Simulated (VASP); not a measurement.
Input of a VASP 6.6.1 run:

INCAR

```
SYSTEM = BN
PREC = Accurate ; ENCUT = 520
EDIFF = 1E-6 ; ISMEAR = 0
SIGMA = 0.01 ; LREAL = .False.
LASPH = .True. ; NELM = 80
ALGO = Normal ; ISIF = 2
LWAVE = .False. ; LCHARG = .False.
GGA = PS ; NBANDS = 11
```

KPOINTS

```
regular mesh
0
Gamma
  12 12 12
  0 0 0
```

POSCAR

```
BN
1.0
    1.2520795491      0.7228884647      3.4949145914
   -1.2520795491      0.7228884647      3.4949145914
    0.0000000000     -1.4457769294      3.4949145914
B N
1 1
Direct
    0.9996198853      0.9996198853      0.9996198853
    0.3328131147      0.3328131147      0.3328131147
```

Potentials or basis: VASP PAW PBE potentials, release 64 (B, N).

Run with:

```bash
$ cat potpaw_PBE.64/B/POTCAR potpaw_PBE.64/N/POTCAR > POTCAR
$ mpirun -np 1 vasp_std > vasp.out
```

**Question.** What does it give for the band gap on the k mesh?

**Answer.** 4.24 eV (least direct gap 4.63 eV).

**Question.** Predict the pressure.

**Answer.** 0.3 GPa.

Stress tensor (GPa, compression positive):
```
 0.51  0.00  0.00
 0.00  0.51  0.00
 0.00  0.00 -0.13
```

Caveat: the PAW data sets were made with another functional, which shifts forces and pressure a little. A k mesh can miss the band edges.
